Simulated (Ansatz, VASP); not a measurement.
Two plane-wave programs on FeNi2

```
Fe Ni
1.0
     0.00000    2.70698    2.70698
     2.70698    0.00000    2.70698
     2.70698    2.70698    0.00000
Fe Ni
1 2
Direct
  0.00000 0.00000 0.00000
  0.25000 0.25000 0.25000
  0.75000 0.75000 0.75000
```

Alike in both runs: functional PBE; k mesh 14 × 14 × 14; occupations gaussian, width 0.1 eV; collinear spin.

Ansatz relaxed the structure, and its values are those at the end. VASP's run is a single point on that final structure, the one shown.

```csv
,VASP,Ansatz
version,VASP 6.6.1,Ansatz 0.2.0
potentials or method,"VASP PAW PBE potentials, release 64 (Fe, Ni), cutoff 520 eV","scalar-relativistic, plane waves, PAW"
valence electrons in the cell,28,52
```

Ansatz gave:

- gap on the k mesh at the Fermi level (eV): none
- pressure (GPa): 0.0
- net moment per atom (μB): 1.37
- size of the moment on the site where the two differ most (μB): 0.77

Problem. Estimate VASP's values.

Solution. gap on the k mesh at the Fermi level (eV): none; pressure (GPa): 0.0; net moment per atom (μB): 1.37; size of the moment on the site where the two differ most (μB): 0.70.

Site moments also hang on the region over which each program counts them. A gap of «none» marks a metal or a gap that the smearing closes. VASP's potentials hold 28 valence electrons a cell and Ansatz's 52, so a difference there can come from the potentials and not from the codes.
